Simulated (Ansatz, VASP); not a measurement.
## Ge in VASP and in Ansatz

File POSCAR:

```
Ge
1.0
    1.3761917650     -2.5615082600      0.0000000000
    1.3761917650      2.5615082600      0.0000000000
    0.0000000000      0.0000000000      2.6982310000
Ge
1
Direct
    0.5000000000      0.5000000000      0.0000000000
```

Contents of INCAR.step1:

```
PREC = Accurate ; ENCUT = 520
ISMEAR = 0 ; SIGMA = 0.15
LREAL = F ; LASPH = T
NELM = 100 ; NBANDS = 13
GGA = PE ; ALGO = Normal
EDIFF = 1E-4 ; LWAVE = T
LCHARG = F
```

Contents of INCAR.step2:

```
PREC = Accurate ; ENCUT = 520
EDIFF = 1E-7 ; ISMEAR = 0
SIGMA = 0.15 ; LREAL = F
LASPH = T ; NELM = 100
ALGO = Normal ; ISIF = 2
LWAVE = F ; LCHARG = T
METAGGA = R2SCAN ; LMIXTAU = T
LELF = T ; LVHAR = T
NBANDS = 13 ; ISTART = 1
```

KPOINTS

```
Automatic mesh
0
Gamma
  20 20 18
```

Input for Ansatz:

```yaml
crystal:
  lattice:
    - [1.376191765, -2.56150826, 0.0]
    - [1.376191765, 2.56150826, 0.0]
    - [0.0, 0.0, 2.698231]
  atoms:
    - { symbol: Ge, position: [0.5, 0.5, 0.0] }
basis:
  ecutwfc: 500
kpoints:
  mp_grid: { grid: [20, 20, 18] }
hamiltonian:
  xc: r2scan
scf:
  occupations: { method: gaussian, width: 0.15 }
output:
  forces: true
  stress: true
  eigenvalues: true
```

Change from the starting cell: strain -0.015 along x and y, +0.000 along z, atoms carried along.

Alike in both runs: task single point; functional r2SCAN; k mesh 20 × 20 × 18; occupations gaussian, width 0.15 eV; no spin polarisation.

|  | VASP | Ansatz |
| --- | --- | --- |
| version | VASP 6.6.1 | Ansatz 0.2.0 |
| potentials or method | VASP PAW PBE potentials, release 64 (Ge_d), cutoff 520 eV | scalar-relativistic, plane waves, PAW |
| valence electrons in the cell | 14 | 14 |

Ansatz gave:

| Quantity | Value |
| --- | --- |
| gap on the k mesh at the Fermi level (eV) | none |
| pressure (GPa) | -1.1 |
| traceless stress, the component that is largest in VASP (GPa) | -2.43 |

**Question.** Which values does VASP return?

**Answer.** gap on the k mesh at the Fermi level (eV): none; pressure (GPa): -1.2; traceless stress, the component that is largest in VASP (GPa): -2.39.

VASP's potentials were made for PBE, not for r2SCAN. A gap of «none» marks a metal or a gap that the smearing closes.
